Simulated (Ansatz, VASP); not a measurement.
## One calculation of SiC, two programs

```
Si C
1.0
    -3.09177    0.00000    0.00000
     1.54588   -2.67755    0.00000
    -2.70514    1.56181   10.14804
Si C
4 4
Cartesian
  -1.5459 -0.8925 9.1944
  -1.5459 -0.8925 4.1204
  0.0000 -1.7850 1.5834
  0.0000 -1.7850 6.6574
  -1.5459 -0.8925 0.9536
  -1.5459 -0.8925 6.0276
  0.0000 -1.7850 3.4906
  0.0000 -1.7850 8.5646
```

Alike in both runs: task single point; functional PBE; k mesh 10 × 10 × 3; occupations gaussian, width 0.05 eV; no spin polarisation.

|  | VASP | Ansatz |
| --- | --- | --- |
| version | VASP 6.6.1 | Ansatz 0.2.0 |
| potentials or method | VASP PAW PBE potentials, release 64 (Si, C), cutoff 520 eV | scalar-relativistic, plane waves, PAW |
| valence electrons in the cell | 32 | 32 |

Ansatz gave:

* gap on the k mesh at the Fermi level (eV): 0.23
* least direct gap on the mesh (eV): 0.60
* pressure (GPa): -0.5
* traceless stress, the component that is largest in VASP (GPa): 8.97
* rms of the force components (eV/Å): 0.477

Problem. Estimate VASP's values.

Solution. gap on the k mesh at the Fermi level (eV): 0.23; least direct gap on the mesh (eV): 0.59; pressure (GPa): -0.5; traceless stress, the component that is largest in VASP (GPa): 8.94; rms of the force components (eV/Å): 0.476.

Atom by atom the forces differ by 0.004 eV/Å (rms over components).
